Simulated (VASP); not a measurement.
Runs of VASP 6.6.1 on Be. The structure is that of space group P6_3/mmc (No. 194), or close to it. The cells are those of the table. 

```tsv
cell	gap on the mesh (eV)	pressure (GPa)
a = 2.414, b = 2.414, c = 3.781 Å, angles 90.0, 90.0, 120.0°, 2 atoms	none	-17.4
a = 2.357, b = 2.357, c = 3.691 Å, angles 90.0, 90.0, 120.0°, 2 atoms	none	(a)
a = 2.300, b = 2.300, c = 3.421 Å, angles 90.0, 90.0, 120.0°, 2 atoms	none	1.5
a = 2.242, b = 2.242, c = 3.691 Å, angles 90.0, 90.0, 120.0°, 2 atoms	none	(b)
a = 2.300, b = 2.300, c = 3.781 Å, angles 90.0, 90.0, 120.0°, 2 atoms	none	-10.3
a = 2.242, b = 2.242, c = 3.421 Å, angles 90.0, 90.0, 120.0°, 2 atoms	none	7.9
a = 2.414, b = 2.414, c = 3.421 Å, angles 90.0, 90.0, 120.0°, 2 atoms	none	-7.9
a = 2.357, b = 2.357, c = 3.421 Å, angles 90.0, 90.0, 120.0°, 2 atoms	none	-3.7
a = 2.242, b = 2.242, c = 3.781 Å, angles 90.0, 90.0, 120.0°, 2 atoms	none	-5.0
a = 2.357, b = 2.357, c = 3.511 Å, angles 90.0, 90.0, 120.0°, 2 atoms	none	-7.0
a = 2.185, b = 2.185, c = 3.511 Å, angles 90.0, 90.0, 120.0°, 2 atoms	none	(c)
a = 2.357, b = 2.357, c = 3.601 Å, angles 90.0, 90.0, 120.0°, 2 atoms	none	-9.9
```

Alike in all rows: task single point; level PBEsol; potentials or basis VASP PAW PBE potentials, release 64 (Be); no spin polarisation; k mesh 24 × 24 × 14; cutoff (eV) 520; smearing gaussian 0.15 eV.

**Question.** Estimate the missing entries.

**Answer.** (a) -12.3; (b) -2.8; (c) 11.2.

Caveats: the PAW data sets were made with another functional, which shifts forces and pressure a little.

A gap of «none» marks levels without a gap at the run's occupations.
